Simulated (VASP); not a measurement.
# SiNi3 in VASP: a series of runs, part 2 of 2

VASP 6.6.1. The steps go on from the part before.

### 3 Vibrations by perturbation theory, PBE, collinear spin, ferromagnetic start

This run uses another cell than the first one, of 11.11 Å³/atom.

INCAR

```
SYSTEM = SiNi3
PREC = Accurate
ENCUT = 520
EDIFF = 1E-8
ISMEAR = -1
SIGMA = 0.05
LREAL = .False.
LASPH = .True.
NELM = 150
ALGO = Normal
ISIF = 2
LWAVE = .False.
LCHARG = .False.
ISPIN = 2
MAGMOM = 1 1 1 0
LORBIT = 11
LMAXMIX = 4
GGA = PE
NBANDS = 29
IBRION = 8
NSW = 1
```

KPOINTS

```
Automatic mesh
0
Gamma
  6 6 6
  0 0 0
```

POSCAR

```
SiNi3
1.0
    3.5420000000      0.0000000000      0.0000000000
    0.0000000000      3.5420000000      0.0000000000
    0.0000000000      0.0000000000      3.5420000000
Ni Si
3 1
Direct
    0.5000000000      0.5000000000      0.0000000000
    0.5000000000      0.0000000000      0.5000000000
    0.0000000000      0.5000000000      0.5000000000
    0.0000000000      0.0000000000      0.0000000000
```

Potentials or basis: VASP PAW PBE potentials, release 64 (Ni, Si).

Launch:

```console
$ cat potpaw_PBE.64/Ni/POTCAR potpaw_PBE.64/Si/POTCAR > POTCAR
$ mpirun -np 1 vasp_std > vasp.out
```

OUTCAR:

```text
SYSTEM = SiNi3
   PREC = Accurate
   ENCUT = 520
   EDIFF = 1E-8
   ISMEAR = -1
   LREAL = .False.
   LASPH = .True.
   NELM = 150
   ISIF = 2
   ISPIN = 2
   LORBIT = 11
   GGA = PE
   IBRION = 8
   NSW = 1

 ion  position               nearest neighbor table
   1  0.500  0.500  0.000-   2 2.50   3 2.50   4 2.50   2 2.50   3 2.50   2 2.50   4 2.50   2 2.50
                             3 2.50   4 2.50   3 2.50   4 2.50
   2  0.500  0.000  0.500-   1 2.50   3 2.50   4 2.50   1 2.50   4 2.50   1 2.50   3 2.50   1 2.50
                             3 2.50   4 2.50   4 2.50   3 2.50
   3  0.000  0.500  0.500-   1 2.50   2 2.50   4 2.50   1 2.50   4 2.50   2 2.50   4 2.50   4 2.50
                             1 2.50   2 2.50   1 2.50   2 2.50
   4  0.000  0.000  0.000-   1 2.50   2 2.50   3 2.50   2 2.50   3 2.50   1 2.50   3 2.50   3 2.50
                             1 2.50   2 2.50   2 2.50   1 2.50

  LATTYP: Found a simple cubic cell.
 ALAT       =     3.5420000000

  Lattice vectors:

 A1 = (   3.5420000000,   0.0000000000,   0.0000000000)
 A2 = (   0.0000000000,   3.5420000000,   0.0000000000)
 A3 = (   0.0000000000,   0.0000000000,   3.5420000000)

Analysis of symmetry for initial positions (statically):
=====================================================================
 Subroutine PRICEL returns:
 Original cell was already a primitive cell.

 Routine SETGRP: Setting up the symmetry group for a
 simple cubic supercell.

 Subroutine GETGRP returns: Found 48 space group operations
 (whereof 48 operations were pure point group operations)
 out of a pool of 48 trial point group operations.

The static configuration has the point symmetry O_h .

Analysis of symmetry for dynamics (positions and initial velocities):
=====================================================================
 Subroutine PRICEL returns:
 Original cell was already a primitive cell.

 Routine SETGRP: Setting up the symmetry group for a
 simple cubic supercell.

 Subroutine GETGRP returns: Found 48 space group operations
 (whereof 48 operations were pure point group operations)
 out of a pool of 48 trial point group operations.

The dynamic configuration has the point symmetry O_h .

Analysis of structural, dynamic, and magnetic symmetry:
=====================================================================
 Subroutine PRICEL returns:
 Original cell was already a primitive cell.

 Routine SETGRP: Setting up the symmetry group for a
 simple cubic supercell.

 Subroutine GETGRP returns: Found 48 space group operations
 (whereof 48 operations were pure point group operations)
 out of a pool of 48 trial point group operations.
[... 1465 lines left out ...]
      1.77100      1.77100      0.00000         0.000000      0.000000      0.000000
      1.77100      0.00000      1.77100         0.000000      0.000000      0.000000
      0.00000      1.77100      1.77100         0.000000      0.000000      0.000000
      0.00000      0.00000      0.00000         0.000000      0.000000      0.000000
 -----------------------------------------------------------------------------------
    total drift:                                0.000000      0.000000      0.000000

  FREE ENERGIE OF THE ION-ELECTRON SYSTEM (eV)
  ---------------------------------------------------
  free  energy   TOTEN  =       -23.6621617505 eV

  energy  without entropy=      -23.6470502509  energy(sigma->0) =      -23.65460600

[... ionic steps 2 to 12 ...]

--------------------------------------- Ionic step       13  -------------------------------------------

 Free energy of the ion-electron system (eV)
  ---------------------------------------------------
  ---------------------------------------------------
  free energy    TOTEN  =        -0.01909441 eV

  energy without entropy =       -0.01909441

------------------------ aborting loop because EDIFF is reached ----------------------------------------

 INTERNAL STRAIN TENSOR  FOR ION    4  DIRECTION 1   (eV/Angst):
 -----------------------------------------------------------------------------
    -0.02038  0.00000 -0.00000
     0.00000 -0.00465 -0.00000
    -0.00000 -0.00000 -0.00465

 INTERNAL STRAIN TENSOR FOR ION    4 for displacements in x,y,z  (eV/Angst):
          X           Y           Z          XY          YZ          ZX
  --------------------------------------------------------------------------------
  x     0.00000     0.00000     0.00000     0.00000     0.00000     0.00000
  y     0.00000     0.00000     0.00000     0.00000     0.00000     0.00000
  z     0.00000     0.00000     0.00000     0.00000     0.00000     0.00000

 SECOND DERIVATIVES (NOT SYMMETRIZED)
 ------------------------------------
               1X          1Y          1Z          2X          2Y          2Z          3X          3Y          3Z          4X          4Y          4Z
  1X    -7.483447    0.000000    0.000000   -0.496980    0.000000    0.000000    5.707828    0.000000    0.000000    2.272599    0.000000    0.000000
  1Y     0.000000   -7.483447    0.000000    0.000000    5.707828    0.000000    0.000000   -0.496980    0.000000    0.000000    2.272599    0.000000
  1Z    -0.000000    0.000000  -11.055085    0.000000   -0.000000    5.708934    0.000000   -0.000000    5.708934   -0.000000    0.000000   -0.362783
  2X    -0.496980    0.000000    0.000000   -7.483447    0.000000    0.000000    5.707828    0.000000    0.000000    2.272599    0.000000    0.000000
  2Y     0.000000    5.708934   -0.000000   -0.000000  -11.055085   -0.000000   -0.000000    5.708934    0.000000    0.000000   -0.362783    0.000000
  2Z     0.000000    0.000000    5.707828    0.000000    0.000000   -7.483447    0.000000    0.000000   -0.496980    0.000000    0.000000    2.272599
  3X     5.708934    0.000000   -0.000000    5.708934    0.000000    0.000000  -11.055085   -0.000000   -0.000000   -0.362783    0.000000    0.000000
  3Y     0.000000   -0.496980    0.000000    0.000000    5.707828    0.000000    0.000000   -7.483447    0.000000    0.000000    2.272599    0.000000
  3Z     0.000000    0.000000    5.707828    0.000000    0.000000   -0.496980    0.000000    0.000000   -7.483447    0.000000    0.000000    2.272599
  4X     2.286179   -0.000000    0.000000    2.286179   -0.000000   -0.000000   -0.351094   -0.000000   -0.000000   -4.221265   -0.000000   -0.000000
  4Y    -0.000000    2.286179    0.000000   -0.000000   -0.351094   -0.000000   -0.000000    2.286179   -0.000000   -0.000000   -4.221265    0.000000
  4Z    -0.000000    0.000000   -0.351094    0.000000   -0.000000    2.286179   -0.000000    0.000000    2.286179   -0.000000   -0.000000   -4.221265

 Eigenvectors and eigenvalues of the dynamical matrix
 ----------------------------------------------------

   1 f  =    8.878457 THz    55.784992 2PiTHz  296.153457 cm-1    36.718332 meV
             X         Y         Z           dx          dy          dz
      1.771000  1.771000  0.000000    -0.038470   -0.013319   -0.682744
      1.771000  0.000000  1.771000    -0.038470    0.019947    0.455892
      0.000000  1.771000  1.771000     0.057612   -0.013319    0.455892
      0.000000  0.000000  0.000000     0.028022    0.009702   -0.332076
[... 71 lines left out ...]
  12 f/i=    0.010561 THz     0.066358 2PiTHz    0.352285 cm-1     0.043678 meV
             X         Y         Z           dx          dy          dz
      1.771000  1.771000  0.000000    -0.529367   -0.086717    0.000728
      1.771000  0.000000  1.771000    -0.529367   -0.086767    0.000727
      0.000000  1.771000  1.771000    -0.529672   -0.086717    0.000727
      0.000000  0.000000  0.000000    -0.364491   -0.059708    0.000501

--------------------------------------------------------------------------------------------------------

 ELASTIC MODULI CONTR FROM IONIC RELAXATION (kBar)
 Direction    XX          YY          ZZ          XY          YZ          ZX
 --------------------------------------------------------------------------------
 XX           0.0000      0.0000      0.0000      0.0000      0.0000      0.0000
 YY           0.0000      0.0000      0.0000      0.0000      0.0000      0.0000
 ZZ           0.0000      0.0000      0.0000      0.0000      0.0000      0.0000
 XY           0.0000      0.0000      0.0000      0.0000      0.0000      0.0000
 YZ           0.0000      0.0000      0.0000      0.0000      0.0000      0.0000
 ZX           0.0000      0.0000      0.0000      0.0000      0.0000      0.0000
 --------------------------------------------------------------------------------

 total charge

# of ion       s       p       d       tot
------------------------------------------
    1        0.471   0.538   8.395   9.404
    2        0.471   0.538   8.395   9.404
    3        0.471   0.538   8.395   9.404
    4        0.731   0.804   0.000   1.534
--------------------------------------------------
tot          2.144   2.419  25.185  29.747

 magnetization (x)

# of ion       s       p       d       tot
------------------------------------------
    1        0.000   0.000  -0.000  -0.000
    2        0.000   0.000  -0.000  -0.000
    3        0.000   0.000  -0.000  -0.000
    4        0.000   0.000   0.000   0.000
--------------------------------------------------
tot          0.000   0.000  -0.000  -0.000
```

OSZICAR:

```text
N       E                     dE             d eps       ncg     rms          rms(c)
DAV:   1     0.210034481736E+03    0.21003E+03   -0.14616E+04  2336   0.151E+03
DAV:   2    -0.121550452050E+02   -0.22219E+03   -0.20660E+03  2325   0.303E+02
DAV:   3    -0.268466831837E+02   -0.14692E+02   -0.13821E+02  2642   0.937E+01
DAV:   4    -0.271177353180E+02   -0.27105E+00   -0.27044E+00  2625   0.124E+01
[... 65 lines left out ...]
RMM:  10    -0.190942760422E-01    0.16296E-07   -0.42834E-09  7872   0.175E-04    0.464E-05
RMM:  11    -0.190943875650E-01   -0.11152E-06   -0.32561E-09  8055   0.524E-05    0.197E-05
RMM:  12    -0.190944083508E-01   -0.20786E-07   -0.37016E-09  7996   0.236E-05    0.395E-06
RMM:  13    -0.190944091447E-01   -0.79389E-09   -0.41022E-09  8399   0.135E-05    0.173E-06
 Linear response finished
```

Wall time 5.3 min (1 thread of Intel Xeon 6975P-C (Granite Rapids), shared host); peak memory 0.41 GiB.

Results:

| Property | Result |
| --- | --- |
| Net moment | 0.00 μB per cell |
| Valence electrons inside the program's atomic spheres | Ni 9.40; Si 1.53 |
| Highest phonon frequency at Γ | 296 cm⁻¹ |

Phonon frequencies in cm⁻¹ (negative: imaginary):
| q point | frequencies |
| --- | --- |
| (0.000, 0.000, 0.000) | 0 0 0 180 180 180 203 203 203 296 296 296 |

Caveat: the cell stands under pressure or tension, which shifts response properties.
